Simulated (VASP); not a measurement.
A run of VASP 6.6.1 is set up as follows.

File POSCAR:

```
NaH
1.0
    2.9323911888      0.0000000000      0.0000000000
    0.0000000000      2.9323911888      0.0000000000
    0.0000000000      0.0000000000      2.9323911888
Na H
1 1
Direct
    0.0000000000      0.0000000000      0.0000000000
    0.5000000000      0.5000000000      0.5000000000
```

File INCAR.step1:

```
SYSTEM = NaH
PREC = Accurate
ENCUT = 520
ISMEAR = -1
SIGMA = 0.02
LREAL = .FALSE.
LASPH = .TRUE.
NELM = 60
NBANDS = 11
GGA = PE
ALGO = Normal
EDIFF = 1E-4
LWAVE = .TRUE.
LCHARG = .FALSE.
```

The input INCAR.step2:

```
SYSTEM = NaH
PREC = Accurate
ENCUT = 520
EDIFF = 1E-7
ISMEAR = -1
SIGMA = 0.02
LREAL = .FALSE.
LASPH = .TRUE.
NELM = 60
ALGO = Normal
ISIF = 2
LWAVE = .FALSE.
LCHARG = .FALSE.
METAGGA = R2SCAN
LMIXTAU = .TRUE.
NBANDS = 11
ISTART = 1
```

File KPOINTS:

```
regular mesh
0
G
  8 8 8
  0 0 0
```

Potentials or basis: VASP PAW PBE potentials, release 64 (Na_pv, H).

The run is started by

```bash
$ cat potpaw_PBE.64/Na_pv/POTCAR potpaw_PBE.64/H/POTCAR > POTCAR
$ cp INCAR.step1 INCAR
$ mpirun -np 1 vasp_std > vasp.out
$ cp INCAR.step2 INCAR
$ mpirun -np 1 vasp_std > vasp.out
```

Question: Estimate the band gap on the k mesh.

Answer: 1.61 eV, indirect (least direct gap 5.17 eV).

Question: Estimate the pressure.

Answer: -0.3 GPa.

Caveat: the PAW data sets were made with another functional, which shifts forces and pressure a little. r2SCAN opens gaps a little over a GGA but as a rule still falls short of measured ones.
